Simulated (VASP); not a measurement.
# Pd (P6_3/mmc) in VASP: single point with PBE

Aim: the single point of Pd with PBE.

Everything below comes from runs of VASP 6.6.1. Logs are shortened: lines on timing, memory, paths and dates and some standing lists are left out, and cuts for length are marked.

## (1) The cell of the first run

It takes space group P6_3/mmc (No. 194, hexagonal). The conventional cell has a = 2.651 Å, b = 2.651 Å, c = 4.455 Å, α = 90.00°, β = 90.00°, γ = 120.00°. Pd (site symmetry -6m2) has 12 Pd at 2.65 to 2.70 Å within 3.5 Å.

This isn't the form of Pd at room conditions, which is fcc.

## (2) Single point, PBE, collinear spin (13.56 Å³/atom)

File INCAR:

```
SYSTEM = Pd
ALGO = Normal
EDIFF = 1E-6
ENCUT = 520
GGA = PE
ISIF = 2
ISMEAR = -1
ISPIN = 2
LASPH = .TRUE.
LCHARG = .FALSE.
LMAXMIX = 4
LORBIT = 11
LREAL = .FALSE.
LWAVE = .FALSE.
MAGMOM = 0.313 0.313
NBANDS = 21
NELM = 150
PREC = Accurate
SIGMA = 0.05
```

File KPOINTS:

```
k-points
0
G
  21 21 11
  0 0 0
```

File POSCAR:

```
Pd
1.0
    2.6511455869      0.0000000000      0.0000000000
   -1.3255727934      2.2959594274      0.0000000000
    0.0000000000      0.0000000000      4.4554371091
Pd
2
Direct
    0.3333333333      0.6666666667      0.2500000000
    0.6666666667      0.3333333333      0.7500000000
```

Potentials or basis: VASP PAW PBE potentials, release 64 (Pd).

Launch:

```bash
$ cat potpaw_PBE.64/Pd/POTCAR > POTCAR
$ mpirun -np 1 vasp_std > vasp.out
```

OUTCAR:

```text
SYSTEM = Pd
   EDIFF = 1E-6
   ENCUT = 520
   GGA = PE
   ISIF = 2
   ISMEAR = -1
   ISPIN = 2
   LASPH = .TRUE.
   LORBIT = 11
   LREAL = .FALSE.
   NELM = 150
   PREC = Accurate

 ion  position               nearest neighbor table
   1  0.333  0.667  0.250-   2 2.70   2 2.70   2 2.70   2 2.70   2 2.70   2 2.70
   2  0.667  0.333  0.750-   1 2.70   1 2.70   1 2.70   1 2.70   1 2.70   1 2.70

  LATTYP: Found a hexagonal cell.
 ALAT       =     2.6511455869
 C/A-ratio  =     1.6805705168

  Lattice vectors:

 A1 = (   2.6511455869,   0.0000000000,   0.0000000000)
 A2 = (  -1.3255727934,   2.2959594274,   0.0000000000)
 A3 = (   0.0000000000,   0.0000000000,   4.4554371091)

Analysis of symmetry for initial positions (statically):
=====================================================================
 Subroutine PRICEL returns:
 Original cell was already a primitive cell.

 Routine SETGRP: Setting up the symmetry group for a
 hexagonal supercell.

 Subroutine GETGRP returns: Found 24 space group operations
 (whereof 12 operations were pure point group operations)
 out of a pool of 24 trial point group operations.

The static configuration has the point symmetry D_3d.
 The point group associated with its full space group is D_6h.

Analysis of symmetry for dynamics (positions and initial velocities):
=====================================================================
 Subroutine PRICEL returns:
 Original cell was already a primitive cell.

 Routine SETGRP: Setting up the symmetry group for a
 hexagonal supercell.

 Subroutine GETGRP returns: Found 24 space group operations
 (whereof 12 operations were pure point group operations)
 out of a pool of 24 trial point group operations.

The dynamic configuration has the point symmetry D_3d.
 The point group associated with its full space group is D_6h.

Analysis of structural, dynamic, and magnetic symmetry:
=====================================================================
 Subroutine PRICEL returns:
 Original cell was already a primitive cell.

 Routine SETGRP: Setting up the symmetry group for a
 hexagonal supercell.

 Subroutine GETGRP returns: Found 24 space group operations
 (whereof 12 operations were pure point group operations)
 out of a pool of 24 trial point group operations.

The overall configuration has the point symmetry D_3d.
 The point group associated with its full space group is D_6h.

 Subroutine INISYM returns: Found 24 space group operations
 (whereof 12 operations are pure point group operations),
 and found     1 'primitive' translations

----------------------------------------------------------------------------------------

                                     Primitive cell

  volume of cell :      27.1199

  direct lattice vectors                    reciprocal lattice vectors
     2.651145587  0.000000000  0.000000000     0.377195430  0.217773883  0.000000000
    -1.325572793  2.295959427  0.000000000     0.000000000  0.435547766  0.000000000
     0.000000000  0.000000000  4.455437109     0.000000000  0.000000000  0.224444869

  length of vectors
     2.651145587  2.651145587  4.455437109     0.435547766  0.435547766  0.224444869

  position of ions in fractional coordinates (direct lattice)
     0.333333333  0.666666667  0.250000000
     0.666666667  0.333333333  0.750000000

  ion indices of the primitive-cell ions
   primitive index   ion index
                 1           1
                 2           2

----------------------------------------------------------------------------------------

 KPOINTS: k-points

Automatic generation of k-mesh.
 Grid dimensions read from file:
 generate k-points for:   21   21   11

 Generating k-lattice:

  Cartesian coordinates                     Fractional coordinates (reciprocal lattice)
     0.017961687  0.010370185  0.000000000     0.047619048  0.000000000  0.000000000
     0.000000000  0.020740370  0.000000000     0.000000000  0.047619048  0.000000000
     0.000000000  0.000000000  0.020404079     0.000000000  0.000000000  0.090909091

  Length of vectors
     0.020740370  0.020740370  0.020404079

  Shift w.r.t. Gamma in fractional coordinates (k-lattice)
     0.000000000  0.000000000  0.000000000

 Subroutine IBZKPT returns following result:
 ===========================================

 Found    288 irreducible k-points:

 Following reciprocal coordinates:
            Coordinates               Weight
  0.000000  0.000000  0.000000      1.000000
  0.047619 -0.000000  0.000000      6.000000
  0.095238 -0.000000  0.000000      6.000000
  0.142857  0.000000  0.000000      6.000000
  0.190476 -0.000000  0.000000      6.000000
  0.238095 -0.000000  0.000000      6.000000
[... 16 lines left out ...]
  0.142857  0.095238  0.000000     12.000000
  0.190476  0.095238  0.000000     12.000000
 [... further k-points ...]
   k-points           NKPTS =    288   k-points in BZ     NKDIM =    288   number of bands    NBANDS=     21
   number of dos      NEDOS =    301   number of ions     NIONS =      2
   total plane-waves  NPLWV =  14400
   dimension x,y,z NGX =    20 NGY =   20 NGZ =   36
   dimension x,y,z NGXF=    40 NGYF=   40 NGZF=   72
   ions per type =               2
   NGX,Y,Z   is equivalent  to a cutoff of  12.54, 12.54, 13.43 a.u.
   NGXF,Y,Z  is equivalent  to a cutoff of  25.08, 25.08, 26.87 a.u.
 SYSTEM =  Pd
   PREC   = accura    normal or accurate (medium, high low for compatibility)
   ISTART =      0    job   : 0-new  1-cont  2-samecut
   ICHARG =      2    charge: 1-file 2-atom 10-const
   ISPIN  =      2    spin polarized calculation?
   LNONCOLLINEAR =      F non collinear calculations
   LSORBIT =      F    spin-orbit coupling
   LASPH  =      T    aspherical Exc in radial PAW
   ENCUT  =  520.0 eV  38.22 Ry    6.18 a.u.   4.93  4.93  8.28*2*pi/ulx,y,z
   NELM   =    150;   NELMIN=  2; NELMDL= -5     # of ELM steps
   EDIFF  = 0.1E-05   stopping-criterion for ELM
   LREAL  =      F    real-space projection
   EDIFFG = 0.1E-04   stopping-criterion for IOM
   NSW    =      0    number of steps for IOM
   IBRION =     -1    ionic relax: 0-MD 1-quasi-New 2-CG
   NFREE  =      0    steps in history (QN), initial steepest desc. (CG)
   ISIF   =      2    stress and relaxation
   ISYM   =      2    0-nonsym 1-usesym 2-fastsym
   POTIM  = 0.5000    time-step for ionic-motion
   TEBEG  =    0.0;   TEEND  =   0.0 temperature during run
   PSTRESS=    0.0 pullay stress
   NELECT =      20.0000    total number of electrons
   NUPDOWN=      -1.0000    fix difference up-down
   EMIN   =  10.00;   EMAX   =-10.00  energy-range for DOS
   EFERMI =   0.00;   METHOD = LEGACY
   ISMEAR =    -1;   SIGMA  =   0.05  broadening in eV -4-tet -1-fermi 0-gaus
   EFERMI_NEDOS =   21; number of points for ismear=-14 and -15
   IALGO  =     38    algorithm
   IMIX   =      4    mixing-type and parameters
     AMIX     =   0.40;   BMIX     =  1.00
     AMIX_MAG =   1.60;   BMIX_MAG =  1.00
  volume/ion in A,a.u.               =      13.56        91.51
  Fermi-wavevector in a.u.,A,eV,Ry     =   1.479070  2.795037 29.764768  2.187649
  Thomas-Fermi vector in A             =   2.593273
   LORBIT       =     11    0 simple, 1 ext, 2 COOP (PROOUT), +10 PAW based schemes
   GGA     = PE    functional components
   LHFCALC =     F    Hartree Fock is set to
   AEXX    =    0.0000 exact exchange contribution
   IVDW    =     0    specifies the selected vdW correction
   LEPSILON=     F    determine dielectric tensor
   LRPA    =     F    only Hartree local field effects (RPA)
 spin polarized calculation
  energy-cutoff  :      520.00
  volume of cell :       27.12
 maximum number of plane-waves:       762
 NGX is ok and might be reduce to    20
   NGX =  9   NGY =  9   NGZ = 17

 number of electron      20.0000003 magnetization      -0.0023166

 number of electron      20.0000003 magnetization       0.0011163

 Free energy of the ion-electron system (eV)
  ---------------------------------------------------
  ext. energy  EPLUGINS =         0.00000000
  ---------------------------------------------------
  free energy    TOTEN  =       -10.09761905 eV

  energy without entropy =      -10.06185227  energy(sigma->0) =      -10.07973566

 E-fermi :  11.2854     XC(G=0): -13.7149

 val. band max:       11.2853078257   @ k =   0.4286   0.0476   0.2727
 cond. band min:      11.2891070166   @ k =   0.4286  -0.0000   0.4545
 fundamental gap:      0.0037991908
 Fermi energy:        11.2853825893

 spin component 1

 k-point     1 :       0.0000    0.0000    0.0000
  band No.  band energies     occupation
      1       3.4632      1.00000
      2       5.2713      1.00000
      3       7.8386      1.00000
      4       8.1237      1.00000
      5       8.1237      1.00000
      6       8.5210      1.00000
[... 13 lines left out ...]
     20      36.3432      0.00000
     21      37.2361      0.00000
[... 529 lines left out ...]
 k-point    24 :       0.1905    0.0952    0.0000
  band No.  band energies     occupation
      1       5.3474      1.00000
      2       6.2495      1.00000
      3       7.1866      1.00000
      4       7.3277      1.00000
      5       8.0699      1.00000
      6       8.4241      1.00000
[... 13 lines left out ...]
     20      35.6280      0.00000
     21      36.1603      0.00000

 [... further k-points ...]

 spin component 2

 k-point     1 :       0.0000    0.0000    0.0000
  band No.  band energies     occupation
      1       3.4633      1.00000
      2       5.2716      1.00000
      3       7.8390      1.00000
      4       8.1241      1.00000
      5       8.1241      1.00000
      6       8.5214      1.00000
[... 13 lines left out ...]
     20      36.3432      0.00000
     21      37.7233      0.00000
[... 529 lines left out ...]
 k-point    24 :       0.1905    0.0952    0.0000
  band No.  band energies     occupation
      1       5.3475      1.00000
      2       6.2498      1.00000
      3       7.1869      1.00000
      4       7.3279      1.00000
      5       8.0703      1.00000
      6       8.4244      1.00000
[... 13 lines left out ...]
     20      35.6281      0.00000
     21      36.1605      0.00000

 [... further k-points ...]

------------------------ aborting loop because EDIFF is reached ----------------------------------------

  FORCE on cell =-STRESS in cart. coord.  units (eV):
  Direction    XX          YY          ZZ          XY          YZ          ZX
  --------------------------------------------------------------------------------------
  -------------------------------------------------------------------------------------
  Total        5.0590041      5.0590041      4.8140940      0.0000000     -0.0000000      0.0000000
  in kB      298.8735668    298.8735668    284.4048793      0.0000000     -0.0000000      0.0000000
  external PRESSURE =     294.0506710 kB  Pullay stress =       0.0000000 kB

 VOLUME and BASIS-vectors are now :
 -----------------------------------------------------------------------------
  energy-cutoff  :      520.00
  volume of cell :       27.12
      direct lattice vectors                 reciprocal lattice vectors
     2.651145587  0.000000000  0.000000000     0.377195430  0.217773883  0.000000000
    -1.325572793  2.295959427  0.000000000     0.000000000  0.435547766  0.000000000
     0.000000000  0.000000000  4.455437109     0.000000000  0.000000000  0.224444869

 POSITION                                       TOTAL-FORCE (eV/Angst)
 -----------------------------------------------------------------------------------
     -0.00000      1.53064      1.11386         0.000000      0.000000      0.000000
      1.32557      0.76532      3.34158        -0.000000     -0.000000      0.000000
 -----------------------------------------------------------------------------------
    total drift:                               -0.000000      0.000000     -0.000000

  FREE ENERGIE OF THE ION-ELECTRON SYSTEM (eV)
  ---------------------------------------------------
  free  energy   TOTEN  =       -10.0976190457 eV

  energy  without entropy=      -10.0618522654  energy(sigma->0) =      -10.07973566

 total charge

# of ion       s       p       d       tot
------------------------------------------
    1        0.535   0.570   8.539   9.645
    2        0.535   0.570   8.539   9.645
--------------------------------------------------
tot          1.070   1.141  17.078  19.289

 magnetization (x)

# of ion       s       p       d       tot
------------------------------------------
    1        0.000  -0.000   0.001   0.001
    2        0.000  -0.000   0.001   0.001
--------------------------------------------------
tot          0.000  -0.000   0.001   0.001
```

Wall time 3.1 min (1 thread of Intel Xeon Platinum 8488C (Sapphire Rapids), shared host); peak memory 0.33 GiB.

What came out:

* Free energy: -10.0976 eV
* Pressure: 29.4 GPa
* Band gap on the k mesh: zero (filled and empty bands overlap)
* Net moment: 0.00 μB per cell
* Valence electrons inside the program's atomic spheres: Pd 9.64

Caveat: the cell stands under pressure.
